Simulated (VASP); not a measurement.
A run of VASP 6.6.1 is set up as follows.

Contents of POSCAR:

```
Mg2C
1.0
    0.0000000000      2.7109426181      2.7109426181
    2.7109426181      0.0000000000      2.7109426181
    2.7109426181      2.7109426181      0.0000000000
C Mg
1 2
Direct
    0.0000000000      0.0000000000      0.0000000000
    0.2500000000      0.2500000000      0.2500000000
    0.7500000000      0.7500000000      0.7500000000
```

INCAR.step1

```
SYSTEM = Mg2C
ALGO = Normal ; EDIFF = 1E-5
ENCUT = 520 ; GGA = PE
ISIF = 2 ; ISMEAR = 0
LASPH = .True. ; LCHARG = .False.
LREAL = .False. ; LWAVE = .True.
NBANDS = 11 ; NELM = 100
PREC = Accurate ; SIGMA = 0.01
```

INCAR.step2

```
SYSTEM = Mg2C
AEXX = 0.2 ; ALGO = Normal
EDIFF = 1E-6 ; ENCUT = 520
GGA = PE ; ISIF = 2
ISMEAR = 0 ; ISTART = 1
LASPH = .True. ; LCHARG = .False.
LHFCALC = .True. ; LREAL = .False.
LWAVE = .False. ; NBANDS = 11
NELM = 100 ; PREC = Accurate
PRECFOCK = Normal ; SIGMA = 0.01
```

KPOINTS

```
k-points
0
Gamma
  4 4 4
  0 0 0
```

Potentials or basis: VASP PAW PBE potentials, release 64 (C, Mg).

Launch:

```console
$ cat potpaw_PBE.64/C/POTCAR potpaw_PBE.64/Mg/POTCAR > POTCAR
$ cp INCAR.step1 INCAR
$ mpirun -np 1 vasp_std > vasp.out
$ cp INCAR.step2 INCAR
$ mpirun -np 1 vasp_std > vasp.out
```

Question: What does it give for the pressure?

Answer: -0.4 GPa.

Question: What does it give for the band gap on the k mesh?

Answer: 1.82 eV (least direct gap 2.73 eV).

Caveat: the k points lie up to 0.50 Å⁻¹ apart; the PAW data sets were made with another functional, which shifts forces and pressure a little. A k mesh can miss the band edges.
